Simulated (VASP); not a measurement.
Runs of VASP 6.6.1 on P. The structure is that of space group Im-3m (No. 229), or close to it. The cells are those of the table. 

```tsv
cell	k mesh	gap on the mesh (eV)	pressure (GPa)
a = 2.691 Å, angles 109.5°, 1 atom	16 × 16 × 16	none	-3.8
a = 2.620 Å, angles 109.5°, 1 atom	16 × 16 × 16	none	3.5
a = 2.725 Å, angles 109.5°, 1 atom	16 × 16 × 16	none	-6.5
a = 2.656 Å, angles 109.5°, 1 atom	16 × 16 × 16	none	-0.5
a = 2.656 Å, angles 109.5°, 1 atom	24 × 24 × 24	none	-0.5
a = 2.545 Å, angles 109.5°, 1 atom	16 × 16 × 16	none	(a)
a = 2.583 Å, angles 109.5°, 1 atom	16 × 16 × 16	none	8.3
a = 2.758 Å, angles 109.5°, 1 atom	16 × 16 × 16	none	(b)
```

Alike in all rows: task single point; level RPBE; potentials or basis VASP PAW PBE potentials, release 64 (P); no spin polarisation; cutoff (eV) 520; smearing fermi-dirac 0.1 eV.

**Question.** Estimate the missing entries.

**Answer.** (a) 14.3; (b) -8.7.

Caveats: the PAW data sets were made with another functional, which shifts forces and pressure a little.

A gap of «none» marks levels without a gap at the run's occupations.
